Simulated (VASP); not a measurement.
# NiO (Fm-3m) in VASP: notebook

Runs on NiO. Level: r2SCAN+D3(BJ). Tasks: single point, relaxation of cell and atoms.

Program: VASP 6.6.1. These are calculated values, not measurements. Logs are shortened: lines on timing, memory, paths and dates and some standing lists are left out, and cuts for length are marked.

### Step 1. The cell of the first run

The structure is cubic, space group Fm-3m (No. 225). Conventional cell: a = 4.178 Å, b = 4.178 Å, c = 4.178 Å, α = 90.00°, β = 90.00°, γ = 90.00°. Within 2.8 Å of Ni (site symmetry m-3m) lie 6 O at 2.09 Å. Within 2.8 Å of O (site symmetry m-3m) lie 6 Ni at 2.09 Å.

### Step 2. Single point, r2SCAN+D3(BJ), collinear spin, ferromagnetic start

POSCAR reads:

```
NiO
1.0
    0.0000000000      2.0892372559      2.0892372559
    2.0892372559      0.0000000000      2.0892372559
    2.0892372559      2.0892372559      0.0000000000
Ni O
1 1
Direct
    0.0000000000      0.0000000000      0.0000000000
    0.5000000000      0.5000000000      0.5000000000
```

INCAR.step1 reads:

```
  PREC = Accurate
  ENCUT = 520
  ISMEAR = -1
  SIGMA = 0.05
  LREAL = False
  LASPH = True
  NELM = 150
  ISPIN = 2
  MAGMOM = 1 0
  LMAXMIX = 4
  NBANDS = 19
  GGA = PE
  ALGO = Normal
  EDIFF = 1E-4
  LWAVE = True
  LCHARG = False
```

INCAR.step2 reads:

```
  PREC = Accurate
  ENCUT = 520
  EDIFF = 1E-7
  ISMEAR = -1
  SIGMA = 0.05
  LREAL = False
  LASPH = True
  NELM = 150
  ALGO = Normal
  ISIF = 2
  LWAVE = False
  LCHARG = True
  ISPIN = 2
  MAGMOM = 1 0
  LORBIT = 11
  LMAXMIX = 4
  METAGGA = R2SCAN
  LMIXTAU = True
  IVDW = 12
  VDW_S6 = 1.0
  VDW_S8 = 0.78981345
  VDW_A1 = 0.49484001
  VDW_A2 = 5.73083694
  LELF = True
  LVHAR = True
  NBANDS = 19
  ISTART = 1
```

KPOINTS reads:

```
regular mesh
0
Gamma
  11 11 11
```

Potentials or basis: VASP PAW PBE potentials, release 64 (Ni, O).

On the command line:

```sh
cat potpaw_PBE.64/Ni/POTCAR potpaw_PBE.64/O/POTCAR > POTCAR
cp INCAR.step1 INCAR
mpirun -np 1 vasp_std > vasp.out
cp INCAR.step2 INCAR
mpirun -np 1 vasp_std > vasp.out
```

OUTCAR:

```text
PREC = Accurate
   ENCUT = 520
   EDIFF = 1E-7
   ISMEAR = -1
   LREAL = False
   LASPH = True
   NELM = 150
   ISIF = 2
   ISPIN = 2
   LORBIT = 11
   METAGGA = R2SCAN
   IVDW = 12
   ISTART = 1
 IVDW          = 12

 ion  position               nearest neighbor table
   1  0.000  0.000  0.000-   2 2.09   2 2.09   2 2.09   2 2.09   2 2.09   2 2.09
   2  0.500  0.500  0.500-   1 2.09   1 2.09   1 2.09   1 2.09   1 2.09   1 2.09

  LATTYP: Found a face centered cubic cell.
 ALAT       =     4.1784745118

  Lattice vectors:

 A1 = (   0.0000000000,   2.0892372559,   2.0892372559)
 A2 = (   2.0892372559,   0.0000000000,   2.0892372559)
 A3 = (   2.0892372559,   2.0892372559,   0.0000000000)

Analysis of symmetry for initial positions (statically):
=====================================================================
 Subroutine PRICEL returns:
 Original cell was already a primitive cell.

 Routine SETGRP: Setting up the symmetry group for a
 face centered cubic supercell.

 Subroutine GETGRP returns: Found 48 space group operations
 (whereof 48 operations were pure point group operations)
 out of a pool of 48 trial point group operations.

The static configuration has the point symmetry O_h .

Analysis of symmetry for dynamics (positions and initial velocities):
=====================================================================
 Subroutine PRICEL returns:
 Original cell was already a primitive cell.

 Routine SETGRP: Setting up the symmetry group for a
 face centered cubic supercell.

 Subroutine GETGRP returns: Found 48 space group operations
 (whereof 48 operations were pure point group operations)
 out of a pool of 48 trial point group operations.

The dynamic configuration has the point symmetry O_h .

Analysis of structural, dynamic, and magnetic symmetry:
=====================================================================
 Subroutine PRICEL returns:
 Original cell was already a primitive cell.

 Routine SETGRP: Setting up the symmetry group for a
 face centered cubic supercell.

 Subroutine GETGRP returns: Found 48 space group operations
 (whereof 48 operations were pure point group operations)
 out of a pool of 48 trial point group operations.

The overall configuration has the point symmetry O_h .

 Subroutine INISYM returns: Found 48 space group operations
 (whereof 48 operations are pure point group operations),
 and found     1 'primitive' translations

----------------------------------------------------------------------------------------

                                     Primitive cell

  volume of cell :      18.2387

  direct lattice vectors                    reciprocal lattice vectors
     0.000000000  2.089237256  2.089237256    -0.239321790  0.239321790  0.239321790
     2.089237256  0.000000000  2.089237256     0.239321790 -0.239321790  0.239321790
     2.089237256  2.089237256  0.000000000     0.239321790  0.239321790 -0.239321790

  length of vectors
     2.954627662  2.954627662  2.954627662     0.414517500  0.414517500  0.414517500

  position of ions in fractional coordinates (direct lattice)
     0.000000000  0.000000000  0.000000000
     0.500000000  0.500000000  0.500000000

  ion indices of the primitive-cell ions
   primitive index   ion index
                 1           1
                 2           2

----------------------------------------------------------------------------------------

 KPOINTS: regular mesh

Automatic generation of k-mesh.
 Grid dimensions read from file:
 generate k-points for:   11   11   11

 Generating k-lattice:

  Cartesian coordinates                     Fractional coordinates (reciprocal lattice)
    -0.021756526  0.021756526  0.021756526     0.090909091  0.000000000  0.000000000
     0.021756526 -0.021756526  0.021756526     0.000000000  0.090909091  0.000000000
     0.021756526  0.021756526 -0.021756526     0.000000000  0.000000000  0.090909091

  Length of vectors
     0.037683409  0.037683409  0.037683409

  Shift w.r.t. Gamma in fractional coordinates (k-lattice)
     0.000000000  0.000000000  0.000000000

 Subroutine IBZKPT returns following result:
 ===========================================

 Found     56 irreducible k-points:

 Following reciprocal coordinates:
            Coordinates               Weight
  0.000000  0.000000  0.000000      1.000000
  0.090909  0.000000  0.000000      8.000000
  0.181818  0.000000  0.000000      8.000000
  0.272727  0.000000  0.000000      8.000000
  0.363636  0.000000  0.000000      8.000000
  0.454545  0.000000  0.000000      8.000000
[... 16 lines left out ...]
 -0.272727  0.181818  0.000000     24.000000
 -0.181818  0.181818  0.000000     12.000000
 [... further k-points ...]
   k-points           NKPTS =     56   k-points in BZ     NKDIM =     56   number of bands    NBANDS=     19
   number of dos      NEDOS =    301   number of ions     NIONS =      2
   total plane-waves  NPLWV =  13824
   dimension x,y,z NGX =    24 NGY =   24 NGZ =   24
   dimension x,y,z NGXF=    48 NGYF=   48 NGZF=   48
   ions per type =               1   1
   NGX,Y,Z   is equivalent  to a cutoff of  13.50, 13.50, 13.50 a.u.
   NGXF,Y,Z  is equivalent  to a cutoff of  27.01, 27.01, 27.01 a.u.
 SYSTEM =  unknown system
   PREC   = accura    normal or accurate (medium, high low for compatibility)
   ISTART =      1    job   : 0-new  1-cont  2-samecut
   ICHARG =      0    charge: 1-file 2-atom 10-const
   ISPIN  =      2    spin polarized calculation?
   LNONCOLLINEAR =      F non collinear calculations
   LSORBIT =      F    spin-orbit coupling
   LASPH  =      T    aspherical Exc in radial PAW
   ENCUT  =  520.0 eV  38.22 Ry    6.18 a.u.   5.49  5.49  5.49*2*pi/ulx,y,z
   NELM   =    150;   NELMIN=  2; NELMDL=  0     # of ELM steps
   EDIFF  = 0.1E-06   stopping-criterion for ELM
   LREAL  =      F    real-space projection
   EDIFFG = 0.1E-05   stopping-criterion for IOM
   NSW    =      0    number of steps for IOM
   IBRION =     -1    ionic relax: 0-MD 1-quasi-New 2-CG
   NFREE  =      0    steps in history (QN), initial steepest desc. (CG)
   ISIF   =      2    stress and relaxation
   ISYM   =      2    0-nonsym 1-usesym 2-fastsym
   POTIM  = 0.5000    time-step for ionic-motion
   TEBEG  =    0.0;   TEEND  =   0.0 temperature during run
   PSTRESS=    0.0 pullay stress
   NELECT =      16.0000    total number of electrons
   NUPDOWN=      -1.0000    fix difference up-down
   EMIN   =  10.00;   EMAX   =-10.00  energy-range for DOS
   EFERMI =   0.00;   METHOD = LEGACY
   ISMEAR =    -1;   SIGMA  =   0.05  broadening in eV -4-tet -1-fermi 0-gaus
   EFERMI_NEDOS =   21; number of points for ismear=-14 and -15
   IALGO  =     38    algorithm
   IMIX   =      4    mixing-type and parameters
     AMIX     =   0.40;   BMIX     =  1.00
     AMIX_MAG =   1.60;   BMIX_MAG =  1.00
  volume/ion in A,a.u.               =       9.12        61.54
  Fermi-wavevector in a.u.,A,eV,Ry     =   1.567173  2.961528 33.416352  2.456033
  Thomas-Fermi vector in A             =   2.669392
   LORBIT       =     11    0 simple, 1 ext, 2 COOP (PROOUT), +10 PAW based schemes
   METAGGA = R2SCAN    functional components
   LHFCALC =     F    Hartree Fock is set to
   AEXX    =    0.0000 exact exchange contribution
   IVDW    =    12    specifies the selected vdW correction
   LEPSILON=     F    determine dielectric tensor
   LRPA    =     F    only Hartree local field effects (RPA)
 spin polarized calculation
  energy-cutoff  :      520.00
  volume of cell :       18.24
 maximum number of plane-waves:       531
 NGX is ok and might be reduce to    24
   NGX = 11   NGY = 11   NGZ = 11

 number of electron      16.0000004 magnetization       1.9999861

 Free energy of the ion-electron system (eV)
  ---------------------------------------------------
  ext. energy  EPLUGINS =         0.00000000
  ---------------------------------------------------
  free energy    TOTEN  =       -20.11002538 eV

  energy without entropy =      -20.11002016  energy(sigma->0) =      -20.11002277

 E-fermi :   7.8896     XC(G=0): -13.3992

 val. band max:        7.4657893702   @ k =   0.4545   0.0000   0.0000
 cond. band min:       8.2186637127   @ k =   0.0000   0.0000   0.0000
 fundamental gap:      0.7528743425
 Fermi energy:         7.8895613123

 spin component 1

 k-point     1 :       0.0000    0.0000    0.0000
  band No.  band energies     occupation
      1     -13.5814      1.00000
      2       3.5143      1.00000
      3       3.5143      1.00000
      4       4.4017      1.00000
      5       4.4018      1.00000
      6       4.4019      1.00000
[... 11 lines left out ...]
     18      34.3307      0.00000
     19      34.3310      0.00000

 k-point     2 :       0.0909    0.0000    0.0000
  band No.  band energies     occupation
      1     -13.4895      1.00000
      2       3.1124      1.00000
      3       3.1125      1.00000
      4       3.6881      1.00000
      5       4.3767      1.00000
      6       4.3768      1.00000
[... 11 lines left out ...]
     18      35.8133      0.00000
     19      35.8136      0.00000

 k-point     3 :       0.1818    0.0000    0.0000
  band No.  band energies     occupation
      1     -13.2331      1.00000
      2       2.3988      1.00000
      3       2.4567      1.00000
      4       2.4568      1.00000
      5       4.4986      1.00000
      6       4.4986      1.00000
[... 434 lines left out ...]
      1     -12.4769      1.00000
      2       0.2690      1.00000
      3       1.3718      1.00000
      4       2.0394      1.00000
      5       4.4447      1.00000
      6       4.8491      1.00000
[... 11 lines left out ...]
     18      39.5127      0.00000
     19      41.1255      0.00000

 k-point    24 :      -0.1818    0.1818    0.0000
  band No.  band energies     occupation
      1     -12.7789      1.00000
      2       0.8422      1.00000
      3       1.6075      1.00000
      4       2.6475      1.00000
      5       4.2260      1.00000
      6       4.7061      1.00000
[... 11 lines left out ...]
     18      39.5303      0.00000
     19      40.6689      0.00000

 [... further k-points ...]

 spin component 2

 k-point     1 :       0.0000    0.0000    0.0000
  band No.  band energies     occupation
      1     -13.0489      1.00000
      2       5.2860      1.00000
      3       5.2863      1.00000
      4       5.2864      1.00000
      5       5.3941      1.00000
      6       5.3941      1.00000
[... 11 lines left out ...]
     18      35.3503      0.00000
     19      35.3512      0.00000

 k-point     2 :       0.0909    0.0000    0.0000
  band No.  band energies     occupation
      1     -12.9521      1.00000
      2       4.3897      1.00000
      3       4.9138      1.00000
      4       4.9139      1.00000
      5       5.5511      1.00000
      6       5.5513      1.00000
[... 11 lines left out ...]
     18      36.7821      0.00000
     19      36.7827      0.00000

 k-point     3 :       0.1818    0.0000    0.0000
  band No.  band energies     occupation
      1     -12.6814      1.00000
      2       3.0038      1.00000
      3       4.3226      1.00000
      4       4.3227      1.00000
      5       5.7265      1.00000
      6       5.7267      1.00000
[... 434 lines left out ...]
      1     -11.8689      1.00000
      2       0.9751      1.00000
      3       2.8494      1.00000
      4       3.3975      1.00000
      5       5.8026      1.00000
      6       6.3580      1.00000
[... 11 lines left out ...]
     18      40.2768      0.00000
     19      42.0656      0.00000

 k-point    24 :      -0.1818    0.1818    0.0000
  band No.  band energies     occupation
      1     -12.1957      1.00000
      2       1.6839      1.00000
      3       3.2824      1.00000
      4       3.7057      1.00000
      5       5.6188      1.00000
      6       6.2525      1.00000
[... 11 lines left out ...]
     18      40.2577      0.00000
     19      41.1186      0.00000

 [... further k-points ...]

------------------------ aborting loop because EDIFF is reached ----------------------------------------

 Edisp (eV)   -0.25173

 E8    (eV) :    -0.0737

  FORCE on cell =-STRESS in cart. coord.  units (eV):
  Direction    XX          YY          ZZ          XY          YZ          ZX
  --------------------------------------------------------------------------------------
  -------------------------------------------------------------------------------------
  Total       0.00913     0.00913     0.00913    -0.00000     0.00000     0.00000
  in kB       0.80180     0.80180     0.80180    -0.00000     0.00000     0.00000
  external pressure =        0.80 kB  Pullay stress =        0.00 kB

 VOLUME and BASIS-vectors are now :
 -----------------------------------------------------------------------------
  energy-cutoff  :      520.00
  volume of cell :       18.24
      direct lattice vectors                 reciprocal lattice vectors
     0.000000000  2.089237256  2.089237256    -0.239321790  0.239321790  0.239321790
     2.089237256  0.000000000  2.089237256     0.239321790 -0.239321790  0.239321790
     2.089237256  2.089237256  0.000000000     0.239321790  0.239321790 -0.239321790

 POSITION                                       TOTAL-FORCE (eV/Angst)
 -----------------------------------------------------------------------------------
      0.00000      0.00000      0.00000         0.000000      0.000000      0.000000
      2.08924      2.08924      2.08924         0.000000     -0.000000      0.000000
 -----------------------------------------------------------------------------------
    total drift:                                0.000000     -0.000000     -0.000000

  FREE ENERGIE OF THE ION-ELECTRON SYSTEM (eV)
  ---------------------------------------------------
  free  energy   TOTEN  =       -20.3617548753 eV

  energy  without entropy=      -20.3617496537  energy(sigma->0) =      -20.36175226

 total charge

# of ion       s       p       d       tot
------------------------------------------
    1        0.336   0.418   8.172   8.927
    2        1.555   3.495   0.000   5.050
--------------------------------------------------
tot          1.891   3.913   8.172  13.976

 magnetization (x)

# of ion       s       p       d       tot
------------------------------------------
    1        0.011   0.012   1.670   1.693
    2        0.028   0.248   0.000   0.276
--------------------------------------------------
tot          0.039   0.260   1.670   1.969
```

Wall time 1.8 min (1 thread of Intel Xeon Platinum 8375C at 2.90GHz (Ice Lake), shared host); peak memory 0.18 GiB.

What came out:

```yaml
Free_energy: -20.3618 eV
Pressure: 0.1 GPa
Band_gap_on_the_k_mesh: 0.75 eV, indirect (least direct gap 1.70 eV)
Net_moment: 2.00 μB per cell
Site_moments: Ni +1.69; O +0.28 μB
Valence_electrons_inside_the_program's_atomic_spheres: Ni 8.93; O 5.05
Dispersion_energy_per_atom: -0.126 eV
```

Levels at points of the mesh, in eV from the valence-band top:
Spin up:
| k point | band 6 | band 7 | band 8 | band 9 | band 10 | band 11 | band 12 | band 13 |
| --- | --- | --- | --- | --- | --- | --- | --- | --- |
| (0.00, 0.00, 0.00) | -3.06 | -2.76 | -2.76 | -2.76 | 2.22 | 18.85 | 19.70 | 19.70 |
Spin down:
| k point | band 4 | band 5 | band 6 | band 7 | band 8 | band 9 | band 10 | band 11 |
| --- | --- | --- | --- | --- | --- | --- | --- | --- |
| (0.00, 0.00, 0.00) | -2.18 | -2.07 | -2.07 | -2.07 | 0.75 | 0.75 | 2.78 | 18.94 |

Caveat: the PAW data sets were made with another functional, which shifts forces and pressure a little; a cell with one magnetic atom can't hold antiferromagnetic order, which such compounds often take.

### Step 3. Relaxation of cell and atoms, r2SCAN+D3(BJ), collinear spin, ferromagnetic start

This run uses another cell than the first one, of 9.08 Å³/atom, 0.995 times its volume.

POSCAR reads:

```
NiO
1.0
    0.0000000000      2.0859016414      2.0859016414
    2.0859016414      0.0000000000      2.0859016414
    2.0859016414      2.0859016414      0.0000000000
Ni O
1 1
Direct
    0.0000000000      0.0000000000      0.0000000000
    0.5000000000      0.5000000000      0.5000000000
```

INCAR.step1 reads:

```
PREC = Accurate
ENCUT = 600
ISMEAR = -1
SIGMA = 0.05
LREAL = False
LASPH = True
NELM = 150
ISPIN = 2
MAGMOM = 1 0
LMAXMIX = 4
GGA = PE
ALGO = Normal
EDIFF = 1E-4
LWAVE = True
LCHARG = False
```

INCAR.step2 reads:

```
PREC = Accurate
ENCUT = 600
EDIFF = 1E-7
ISMEAR = -1
SIGMA = 0.05
LREAL = False
LASPH = True
NELM = 150
ALGO = Normal
ISIF = 3
LWAVE = False
LCHARG = False
ISPIN = 2
MAGMOM = 1 0
LORBIT = 11
LMAXMIX = 4
METAGGA = R2SCAN
LMIXTAU = True
IVDW = 12
VDW_S6 = 1.0
VDW_S8 = 0.78981345
VDW_A1 = 0.49484001
VDW_A2 = 5.73083694
IBRION = 2
NSW = 60
EDIFFG = -0.01
ISTART = 1
```

KPOINTS reads:

```
Automatic mesh
0
Gamma
  11 11 11
```

Potentials or basis: VASP PAW PBE potentials, release 64 (Ni, O).

On the command line:

```sh
cat potpaw_PBE.64/Ni/POTCAR potpaw_PBE.64/O/POTCAR > POTCAR
cp INCAR.step1 INCAR
mpirun -np 1 vasp_std > vasp.out
cp INCAR.step2 INCAR
mpirun -np 1 vasp_std > vasp.out
```

It took 2.7 min on 1 thread of Intel Xeon Platinum 8375C at 2.90GHz (Ice Lake), shared host; peak memory 0.19 GiB.

It converged, with:

* Free energy: -20.3656 eV
* Relaxed volume: 9.11 Å³/atom
* Relaxed cell: a = 2.953 Å, b = 2.953 Å, c = 2.953 Å, α = 60.00°, β = 60.00°, γ = 60.00°
* Space group after relaxing (to 0.05 Å): Fm-3m (No. 225)
* Energy gained by relaxing: 0.1 meV/atom
* Ionic steps: 3
* Pressure after relaxing: 0.0 GPa
* Band gap on the k mesh: 0.75 eV, indirect (least direct gap 1.70 eV)
* Net moment: 2.00 μB per cell
* Site moments: Ni +1.69; O +0.28 μB
* Valence electrons inside the program's atomic spheres: Ni 8.93; O 5.05
* Dispersion energy per atom: -0.126 eV

The path:
```csv
step,energy change (eV),largest force (eV/Å),pressure (GPa),volume (Å³)
1,0.0000,0.0000,0.88,18.15
2,0.0000,0.0000,-0.79,18.28
3,-0.0002,0.0000,0.05,18.22
```

Final structure:
```
CELL_PARAMETERS angstrom
0.00000 2.08839 2.08839
2.08839 0.00000 2.08839
2.08839 2.08839 0.00000
ATOMIC_POSITIONS crystal
Ni 0.00000 0.00000 0.00000
O 0.50000 0.50000 0.50000
```

Levels at points of the mesh, in eV from the valence-band top:
Spin up:
```tsv
k point	band 6	band 7	band 8	band 9	band 10	band 11	band 12	band 13
(0.00, 0.00, 0.00)	-3.07	-2.77	-2.77	-2.77	2.23	18.86	19.71	19.71
```
Spin down:
```
           k point  band 5  band 6  band 7  band 8  band 9  band 10
(0.00, 0.00, 0.00)   -2.08   -2.08   -2.08    0.75    0.75     2.79
```

Caveat: the PAW data sets were made with another functional, which shifts forces and pressure a little; a cell with one magnetic atom can't hold antiferromagnetic order, which such compounds often take.
